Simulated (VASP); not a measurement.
# Sb (Fm-3m) in VASP: notebook, part 2 of 2

VASP 6.6.1. The steps go on from the part before.

## Step 4: Single point, PBEsol

This run uses another cell than the first one, of 26.15 Å³/atom.

The input, INCAR:

```
SYSTEM = Sb
ALGO = Normal ; EDIFF = 1E-6
ENCUT = 520 ; GGA = PS
ISIF = 2 ; ISMEAR = -1
LASPH = .TRUE. ; LCHARG = .FALSE.
LREAL = .FALSE. ; LWAVE = .FALSE.
NBANDS = 8 ; NELM = 80
PREC = Accurate ; SIGMA = 0.05
```

The input, KPOINTS:

```
k-points
0
G
  10 10 10
  0 0 0
```

The input, POSCAR:

```
Sb
1.0
    0.0000000000      2.3557661924      2.3557661924
    2.3557661924      0.0000000000      2.3557661924
    2.3557661924      2.3557661924      0.0000000000
Sb
1
Direct
    0.0000000000      0.0000000000      0.0000000000
```

Potentials or basis: VASP PAW PBE potentials, release 64 (Sb).

Run with:

```
cat potpaw_PBE.64/Sb/POTCAR > POTCAR
mpirun -np 1 vasp_std > vasp.out
```

OUTCAR:

```text
SYSTEM = Sb
   EDIFF = 1E-6
   ENCUT = 520
   GGA = PS
   ISIF = 2
   ISMEAR = -1
   LASPH = .TRUE.
   LREAL = .FALSE.
   NELM = 80
   PREC = Accurate

 ion  position               nearest neighbor table
   1  0.000  0.000  0.000-

  LATTYP: Found a face centered cubic cell.
 ALAT       =     4.7115323848

  Lattice vectors:

 A1 = (   0.0000000000,   2.3557661924,   2.3557661924)
 A2 = (   2.3557661924,   0.0000000000,   2.3557661924)
 A3 = (   2.3557661924,   2.3557661924,   0.0000000000)

Analysis of symmetry for initial positions (statically):
=====================================================================
 Subroutine PRICEL returns:
 Original cell was already a primitive cell.

 Routine SETGRP: Setting up the symmetry group for a
 face centered cubic supercell.

 Subroutine GETGRP returns: Found 48 space group operations
 (whereof 48 operations were pure point group operations)
 out of a pool of 48 trial point group operations.

The static configuration has the point symmetry O_h .

Analysis of symmetry for dynamics (positions and initial velocities):
=====================================================================
 Subroutine PRICEL returns:
 Original cell was already a primitive cell.

 Routine SETGRP: Setting up the symmetry group for a
 face centered cubic supercell.

 Subroutine GETGRP returns: Found 48 space group operations
 (whereof 48 operations were pure point group operations)
 out of a pool of 48 trial point group operations.

The dynamic configuration has the point symmetry O_h .

 Subroutine INISYM returns: Found 48 space group operations
 (whereof 48 operations are pure point group operations),
 and found     1 'primitive' translations

----------------------------------------------------------------------------------------

                                     Primitive cell
[... 108 lines left out ...]
     AMIX     =   0.40;   BMIX     =  1.00
     AMIX_MAG =   1.60;   BMIX_MAG =  1.00
  volume/ion in A,a.u.               =      26.15       176.45
  Fermi-wavevector in a.u.,A,eV,Ry     =   0.943169  1.782330 12.103293  0.889567
  Thomas-Fermi vector in A             =   2.070850
   LORBIT       =      0    0 simple, 1 ext, 2 COOP (PROOUT), +10 PAW based schemes
   GGA     = PS    functional components
   LHFCALC =     F    Hartree Fock is set to
   AEXX    =    0.0000 exact exchange contribution
   IVDW    =     0    specifies the selected vdW correction
   LEPSILON=     F    determine dielectric tensor
   LRPA    =     F    only Hartree local field effects (RPA)
 non-spin polarized calculation
  energy-cutoff  :      520.00
  volume of cell :       26.15
 maximum number of plane-waves:       725
 NGX is ok and might be reduce to    28
   NGX = 13   NGY = 13   NGZ = 13

 number of electron       5.0000000 magnetization

 Free energy of the ion-electron system (eV)
  ---------------------------------------------------
  ext. energy  EPLUGINS =         0.00000000
  ---------------------------------------------------
  free energy    TOTEN  =        -4.29917616 eV

  energy without entropy =       -4.29225793  energy(sigma->0) =       -4.29571705

 E-fermi :   8.7297     XC(G=0): -10.4622

 val. band max:        8.7141597327   @ k =   0.3000   0.2000   0.0000
 cond. band min:       8.7596335920   @ k =  -0.2000   0.2000   0.0000
 fundamental gap:      0.0454738594
 Fermi energy:         8.7296870085

 k-point     1 :       0.0000    0.0000    0.0000
  band No.  band energies     occupation
      1      -4.4088      2.00000
      2      14.2957      0.00000
      3      14.2957      0.00000
      4      14.2957      0.00000
      5      18.8510      0.00000
      6      18.8510      0.00000
      7      18.8510      0.00000
      8      19.0139      0.00000
[... 243 lines left out ...]
 k-point    24 :       0.4000    0.3000    0.0000
  band No.  band energies     occupation
      1      -1.0356      2.00000
      2       6.6821      2.00000
      3       8.9950      0.00987
      4       9.9344      0.00000
      5      13.9220      0.00000
      6      15.1971      0.00000
      7      23.8048      0.00000
      8      24.5469      0.00000

 [... further k-points ...]

------------------------ aborting loop because EDIFF is reached ----------------------------------------

  FORCE on cell =-STRESS in cart. coord.  units (eV):
  Direction    XX          YY          ZZ          XY          YZ          ZX
  --------------------------------------------------------------------------------------
  -------------------------------------------------------------------------------------
  Total       -0.0062834     -0.0062834     -0.0062834      0.0000000     -0.0000000     -0.0000000
  in kB       -0.3850136     -0.3850136     -0.3850136      0.0000000     -0.0000000     -0.0000000
  external PRESSURE =      -0.3850136 kB  Pullay stress =       0.0000000 kB

 VOLUME and BASIS-vectors are now :
 -----------------------------------------------------------------------------
  energy-cutoff  :      520.00
  volume of cell :       26.15
      direct lattice vectors                 reciprocal lattice vectors
     0.000000000  2.355766192  2.355766192    -0.212245172  0.212245172  0.212245172
     2.355766192  0.000000000  2.355766192     0.212245172 -0.212245172  0.212245172
     2.355766192  2.355766192  0.000000000     0.212245172  0.212245172 -0.212245172

 POSITION                                       TOTAL-FORCE (eV/Angst)
 -----------------------------------------------------------------------------------
      0.00000      0.00000      0.00000         0.000000     -0.000000      0.000000
 -----------------------------------------------------------------------------------
    total drift:                                0.000000      0.000000      0.000000

  FREE ENERGIE OF THE ION-ELECTRON SYSTEM (eV)
  ---------------------------------------------------
  free  energy   TOTEN  =        -4.2991761630 eV

  energy  without entropy=       -4.2922579297  energy(sigma->0) =       -4.29571705
```

OSZICAR:

```text
N       E                     dE             d eps       ncg     rms          rms(c)
DAV:   1     0.501644992855E+01    0.50164E+01   -0.16233E+03   760   0.409E+02
DAV:   2    -0.421008371425E+01   -0.92265E+01   -0.87749E+01  1088   0.524E+01
DAV:   3    -0.430648919414E+01   -0.96405E-01   -0.96144E-01   888   0.623E+00
DAV:   4    -0.430679306189E+01   -0.30387E-03   -0.30386E-03  1216   0.422E-01
DAV:   5    -0.430679333092E+01   -0.26903E-06   -0.26917E-06   936   0.834E-03    0.172E+00
DAV:   6    -0.430187559411E+01    0.49177E-02   -0.21882E-03   896   0.220E-01    0.983E-01
DAV:   7    -0.429918289098E+01    0.26927E-02   -0.43513E-03   848   0.310E-01    0.391E-02
DAV:   8    -0.429917616782E+01    0.67232E-05   -0.41863E-05  1016   0.524E-02    0.712E-03
DAV:   9    -0.429917616297E+01    0.48445E-08   -0.43763E-07  1056   0.520E-03
   1 F= -.42991762E+01 E0= -.42957170E+01  d E =-.691823E-02
```

stdout:

```text
POSCAR found type information on POSCAR Sb
 POSCAR found :  1 types and       1 ions
 scaLAPACK will be used
 -----------------------------------------------------------------------------
|                                                                             |
|                                                                             |
|     You enforced a specific xc type in the INCAR file but a different       |
|     I HOPE YOU KNOW WHAT YOU ARE DOING!                                     |
|                                                                             |
 -----------------------------------------------------------------------------

 LDA part: xc-table for (Slater+PW92), standard interpolation
 POSCAR, INCAR and KPOINTS ok, starting setup
 FFT: planning ... GRIDC
 FFT: planning ... GRID_SOFT
 FFT: planning ... GRID
 WAVECAR not read
 entering main loop
```

It took 7 s on 1 thread of Intel Xeon 6975P-C (Granite Rapids), shared host; peak memory 0.16 GiB.

What came out:

```
Free energy            : -4.2992 eV
Pressure               : 0.0 GPa
Band gap on the k mesh : zero (an odd number of electrons rules out a gap without spin polarisation)
```

Caveat: the PAW data sets were made with another functional, which shifts forces and pressure a little; spin-orbit coupling is left out, which moves the levels of the heavy elements.

## Step 5: Single point, PBEsol

This run uses another cell than the first one, of 25.38 Å³/atom.

The input, INCAR:

```
  PREC = Accurate
  ENCUT = 520
  EDIFF = 1E-6
  ISMEAR = -1
  SIGMA = 0.05
  LREAL = F
  LASPH = T
  NELM = 60
  ALGO = Normal
  ISIF = 2
  LWAVE = F
  LCHARG = F
  GGA = PS
  NBANDS = 8
```

The input, KPOINTS:

```
Automatic mesh
0
Gamma
  10 10 10
```

The input, POSCAR:

```
Sb
1.0
    0.0000000000      2.3324226139      2.3324226139
    2.3324226139      0.0000000000      2.3324226139
    2.3324226139      2.3324226139      0.0000000000
Sb
1
Direct
    0.0000000000      0.0000000000      0.0000000000
```

Run with:

```
cat potpaw_PBE.64/Sb/POTCAR > POTCAR
mpirun -np 1 vasp_std > vasp.out
```

It took 7.3 s on 1 thread of Intel Xeon 6975P-C (Granite Rapids), shared host; peak memory 0.15 GiB.

It converged, with:

```yaml
Free_energy: -4.2946 eV
Pressure: 2.0 GPa
Band_gap_on_the_k_mesh: zero (an odd number of electrons rules out a gap without spin polarisation)
```

Levels at points of the mesh, in eV from the Fermi level:
```csv
k point,band 1,band 2,band 3,band 4,band 5,band 6,band 7
"(0.00, 0.00, 0.00)",-13.39,5.79,5.79,5.79,10.22,10.22,10.22
"(0.50, 0.00, 0.00)",-9.29,-6.18,3.95,3.95,8.61,9.31,9.31
"(0.50, 0.50, 0.00)",-7.49,-5.22,0.42,0.42,4.22,4.63,18.05
```

Caveat: the PAW data sets were made with another functional, which shifts forces and pressure a little; spin-orbit coupling is left out, which moves the levels of the heavy elements.

## Step 6: Relaxation of cell and atoms, PBEsol, target pressure 2 GPa, at which the enthalpy is minimised

This run uses another cell than the first one, of 26.67 Å³/atom.

The input, INCAR:

```
  ALGO = Normal
  EDIFF = 1E-7
  EDIFFG = -0.01
  ENCUT = 600
  GGA = PS
  IBRION = 2
  ISIF = 3
  ISMEAR = -1
  LASPH = T
  LCHARG = F
  LREAL = F
  LWAVE = F
  NELM = 100
  NSW = 60
  PREC = Accurate
  PSTRESS = 20.0
  SIGMA = 0.05
```

The input, KPOINTS:

```
k-points
0
Gamma
  10 10 10
```

The input, POSCAR:

```
Sb
1.0
    0.0000000000      2.3712425216      2.3712425216
    2.3712425216      0.0000000000      2.3712425216
    2.3712425216      2.3712425216      0.0000000000
Sb
1
Direct
    0.0000000000      0.0000000000      0.0000000000
```

Potentials or basis: VASP PAW PBE potentials, release 64 (Sb).

Run with:

```
cat potpaw_PBE.64/Sb/POTCAR > POTCAR
mpirun -np 1 vasp_std > vasp.out
```

OUTCAR:

```text
EDIFF = 1E-7
   EDIFFG = -0.01
   ENCUT = 600
   GGA = PS
   IBRION = 2
   ISIF = 3
   ISMEAR = -1
   LASPH = T
   LREAL = F
   NELM = 100
   NSW = 60
   PREC = Accurate
   PSTRESS = 20.0

 ion  position               nearest neighbor table
   1  0.000  0.000  0.000-

  LATTYP: Found a face centered cubic cell.
 ALAT       =     4.7424850432

  Lattice vectors:

 A1 = (   0.0000000000,   2.3712425216,   2.3712425216)
 A2 = (   2.3712425216,   0.0000000000,   2.3712425216)
 A3 = (   2.3712425216,   2.3712425216,   0.0000000000)

Analysis of symmetry for initial positions (statically):
=====================================================================
 Subroutine PRICEL returns:
 Original cell was already a primitive cell.

 Routine SETGRP: Setting up the symmetry group for a
 face centered cubic supercell.

 Subroutine GETGRP returns: Found 48 space group operations
 (whereof 48 operations were pure point group operations)
 out of a pool of 48 trial point group operations.

The static configuration has the point symmetry O_h .

Analysis of symmetry for dynamics (positions and initial velocities):
=====================================================================
 Subroutine PRICEL returns:
 Original cell was already a primitive cell.

 Routine SETGRP: Setting up the symmetry group for a
 face centered cubic supercell.

 Subroutine GETGRP returns: Found 48 space group operations
 (whereof 48 operations were pure point group operations)
 out of a pool of 48 trial point group operations.

The dynamic configuration has the point symmetry O_h .

 Subroutine INISYM returns: Found 48 space group operations
 (whereof 48 operations are pure point group operations),
 and found     1 'primitive' translations

----------------------------------------------------------------------------------------

[... 116 lines left out ...]
   LHFCALC =     F    Hartree Fock is set to
   AEXX    =    0.0000 exact exchange contribution
   IVDW    =     0    specifies the selected vdW correction
   LEPSILON=     F    determine dielectric tensor
   LRPA    =     F    only Hartree local field effects (RPA)
 conjugate gradient relaxation of ions
 non-spin polarized calculation
  energy-cutoff  :      600.00
  volume of cell :       26.67
 maximum number of plane-waves:       908
   NGX = 13   NGY = 13   NGZ = 13

--------------------------------------- Ionic step        1  -------------------------------------------

 number of electron       5.0000000 magnetization

 Free energy of the ion-electron system (eV)
  ---------------------------------------------------
  ext. energy  EPLUGINS =         0.00000000
  ---------------------------------------------------
  free energy    TOTEN  =        -4.29713780 eV

  energy without entropy =       -4.29044225  energy(sigma->0) =       -4.29379002

------------------------ aborting loop because EDIFF is reached ----------------------------------------

  FORCE on cell =-STRESS in cart. coord.  units (eV):
  Direction    XX          YY          ZZ          XY          YZ          ZX
  --------------------------------------------------------------------------------------
  -------------------------------------------------------------------------------------
  Total       -0.2056596     -0.2056596     -0.2056596      0.0000000     -0.0000000     -0.0000000
  in kB      -12.3566782    -12.3566782    -12.3566782      0.0000000     -0.0000000     -0.0000000
  external PRESSURE =     -32.3566782 kB  Pullay stress =      20.0000000 kB
[... 61 lines left out ...]
--------------------------------------- Ionic step        3  -------------------------------------------

 number of electron       5.0000000 magnetization

 Free energy of the ion-electron system (eV)
  ---------------------------------------------------
  ext. energy  EPLUGINS =         0.00000000
  ---------------------------------------------------
  free energy    TOTEN  =        -4.29470586 eV

  energy without entropy =       -4.28811730  energy(sigma->0) =       -4.29141158

 E-fermi :   9.1330     XC(G=0): -10.5928

 val. band max:        9.0433877363   @ k =  -0.4000   0.4000   0.1000
 cond. band min:       9.1408120090   @ k =  -0.2000   0.2000   0.0000
 fundamental gap:      0.0974242727
 Fermi energy:         9.1330321534

 k-point     1 :       0.0000    0.0000    0.0000
  band No.  band energies     occupation
      1      -4.2515      2.00000
      2      14.9253      0.00000
      3      14.9253      0.00000
      4      14.9253      0.00000
      5      19.3553      0.00000
      6      19.3553      0.00000
[... 199 lines left out ...]
 k-point    24 :       0.4000    0.3000    0.0000
  band No.  band energies     occupation
      1      -0.7674      2.00000
      2       7.1038      2.00000
      3       9.3867      0.01245
      4      10.3699      0.00000
      5      14.3371      0.00000
      6      15.6572      0.00000

 [... further k-points ...]

------------------------ aborting loop because EDIFF is reached ----------------------------------------

  FORCE on cell =-STRESS in cart. coord.  units (eV):
  Direction    XX          YY          ZZ          XY          YZ          ZX
  --------------------------------------------------------------------------------------
  -------------------------------------------------------------------------------------
  Total        0.3146463      0.3146463      0.3146463      0.0000000     -0.0000000      0.0000000
  in kB       19.8631080     19.8631080     19.8631080      0.0000000     -0.0000000      0.0000000
  external PRESSURE =      -0.1368920 kB  Pullay stress =      20.0000000 kB
[... 20 lines left out ...]
  energy  without entropy=       -4.2881172974  energy(sigma->0) =       -4.29141158

  enthalpy is  TOTEN    =        -3.9778910802 eV   P V=        0.3168147845

 reached required accuracy - stopping structural energy minimisation
```

CONTCAR:

```text
Sb
   1.00000000000000
     0.0000000000000000    2.3324840202662038    2.3324840202662038
     2.3324840202662038   -0.0000000000000000    2.3324840202662038
     2.3324840202662038    2.3324840202662038   -0.0000000000000000
  Sb
     1
Direct
     0.0000000000000000    0.0000000000000000    0.0000000000000000

  0.00000000E+00  0.00000000E+00  0.00000000E+00
```

It took 13 s on 1 thread of Intel Xeon 6975P-C (Granite Rapids), shared host; peak memory 0.16 GiB.

What came out:

| Quantity | Value |
| --- | --- |
| Free energy | -4.2947 eV |
| Relaxed volume | 25.38 Å³/atom |
| Relaxed cell | a = 3.299 Å, b = 3.299 Å, c = 3.299 Å, α = 60.00°, β = 60.00°, γ = 60.00° |
| Space group after relaxing (to 0.1 Å) | Fm-3m (No. 225) |
| Energy change on relaxing (the run minimises the enthalpy) | +2.4 meV/atom |
| Ionic steps | 3 |
| Pressure after relaxing | 2.0 GPa |
| Band gap on the k mesh | zero (an odd number of electrons rules out a gap without spin polarisation) |

The path:
```tsv
step	energy change (eV)	largest force (eV/Å)	pressure (GPa)	volume (Å³)
1	0.0000	0.0000	-1.24	26.67
2	0.0168	0.0000	4.35	24.64
3	0.0024	0.0000	1.99	25.38
```

Final structure:
```
Sb
1.0
     0.00000    2.33248    2.33248
     2.33248    0.00000    2.33248
     2.33248    2.33248    0.00000
Sb
1
Direct
  0.00000 0.00000 0.00000
```

Levels at points of the mesh, in eV from the Fermi level:
```tsv
k point	band 1	band 2	band 3	band 4	band 5
(0.00, 0.00, 0.00)	-13.38	5.79	5.79	5.79	10.22
(0.50, 0.00, 0.00)	-9.29	-6.18	3.95	3.95	8.61
(0.50, 0.50, 0.00)	-7.49	-5.22	0.42	0.42	4.22
```

Caveat: the cell is relaxed towards a set pressure, so the run minimises the enthalpy, not the energy; the PAW data sets were made with another functional, which shifts forces and pressure a little; spin-orbit coupling is left out, which moves the levels of the heavy elements.

## Step 7: Overview

| task | cell | cutoff (eV) | gap on the mesh (eV) | pressure (GPa) |
| --- | --- | --- | --- | --- |
| single point | a = 3.258 Å, angles 60.0°, 1 atom | 520 | none | 5.0 |
| single point | a = 3.203 Å, angles 60.0°, 1 atom | 520 | none | 10.1 |
| single point | a = 3.332 Å, angles 60.0°, 1 atom | 520 | none | 0.0 |
| single point | a = 3.299 Å, angles 60.0°, 1 atom | 520 | none | 2.0 |
| relaxation of cell and atoms | relaxed to 2 GPa from a = 3.353 Å, angles 60.0°, 1 atom | 600 | none | 2.0 |

Alike in all rows: level PBEsol; potentials or basis VASP PAW PBE potentials, release 64 (Sb); no spin polarisation; k mesh 10 × 10 × 10; smearing fermi-dirac 0.05 eV.

Caveats: the PAW data sets were made with another functional, which shifts forces and pressure a little; spin-orbit coupling is left out, which moves the levels of the heavy elements; the cell stands under pressure (at least some runs); the cell is relaxed towards a set pressure, so the run minimises the enthalpy, not the energy (at least some runs).

Absolute energies hang on the potentials; compare differences alone.
